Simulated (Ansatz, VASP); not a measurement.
**AlB2N3: VASP beside Ansatz**

Contents of INCAR:

```
PREC     = Accurate       # precision mode
ENCUT    = 600            # plane-wave cutoff, eV
EDIFF    = 1E-7           # SCF threshold, eV
ISMEAR   = 0              # smearing method
SIGMA    = 0.01           # smearing width, eV
LREAL    = F              # projectors in reciprocal space
LASPH    = T              # aspherical terms in the spheres
NELM     = 80             # most SCF steps
ALGO     = Normal         # electronic algorithm
ISIF     = 3              # what is computed and relaxed
LWAVE    = F              # write WAVECAR
LCHARG   = F              # write CHGCAR
GGA      = PE             # functional
IBRION   = 2              # ionic algorithm
NSW      = 100            # ionic steps
EDIFFG   = -0.01          # ionic threshold
```

KPOINTS

```
regular mesh
0
Gamma
  14 14 4
```

The input POSCAR:

```
AlB2N3
1.0
    2.6150523082      0.0000000000      0.0000000000
    0.0000000000      2.6150523082      0.0000000000
    0.0000000000      0.0000000000      8.3672799942
Al B N
1 2 3
Direct
    0.5000000000      0.5000000000      0.1434004260
    0.0000000000      0.0000000000      0.8875092242
    0.5000000000      0.5000000000      0.7172497583
    0.0000000000      0.0000000000      0.7005585760
    0.0000000000      0.0000000000      0.1535093035
    0.5000000000      0.5000000000      0.8977727220
```

Input for Ansatz:

```yaml
crystal:
  lattice:
    - [2.6150523082, 0.0, 0.0]
    - [0.0, 2.6150523082, 0.0]
    - [0.0, 0.0, 8.3672799942]
  atoms:
    - { symbol: Al, position: [0.5, 0.5, 0.143400426] }
    - { symbol: B, position: [0.0, 0.0, 0.8875092242] }
    - { symbol: B, position: [0.5, 0.5, 0.7172497583] }
    - { symbol: "N", position: [0.0, 0.0, 0.700558576] }
    - { symbol: "N", position: [0.0, 0.0, 0.1535093035] }
    - { symbol: "N", position: [0.5, 0.5, 0.897772722] }
basis:
  ecutwfc: 420
kpoints:
  mp_grid: { grid: [14, 14, 4] }
hamiltonian:
  xc: pbe
scf:
  occupations: { method: gaussian, width: 0.01 }
output:
  forces: true
  stress: true
  eigenvalues: true
relax:
  adjacent_minimum: "off"
  f_tol: 0.01
  max_steps: 80
  cell: { stress_tol: 0.05 }
```

Change from the starting cell: species swapped into the MnAl2Cr3 type (P4mm, No. 99).

Alike in both runs: task relaxation of cell and atoms; functional PBE; k mesh 14 × 14 × 4; occupations gaussian, width 0.01 eV; no spin polarisation.

|  | VASP | Ansatz |
| --- | --- | --- |
| version | VASP 6.6.1 | Ansatz 0.2.0 |
| potentials or method | VASP PAW PBE potentials, release 64 (Al, B, N), cutoff 600 eV | scalar-relativistic, plane waves, PAW |
| valence electrons in the cell | 24 | 24 |

Ansatz gave:

```
gap on the k mesh at the Fermi level, each at its own relaxed structure (eV) : 0.24
relaxed volume (Å³/atom)                                                     : 9.54
relaxed length of the cell vector where the two differ most in proportion (Å)              : 8.388
```

Q: Which values does VASP return?

A: gap on the k mesh at the Fermi level, each at its own relaxed structure (eV): 0.22; relaxed volume (Å³/atom): 9.05; relaxed length of the cell vector where the two differ most in proportion (Å): 7.963.

One of these differences is far larger than is usual between the two programs; its cause wasn't traced.
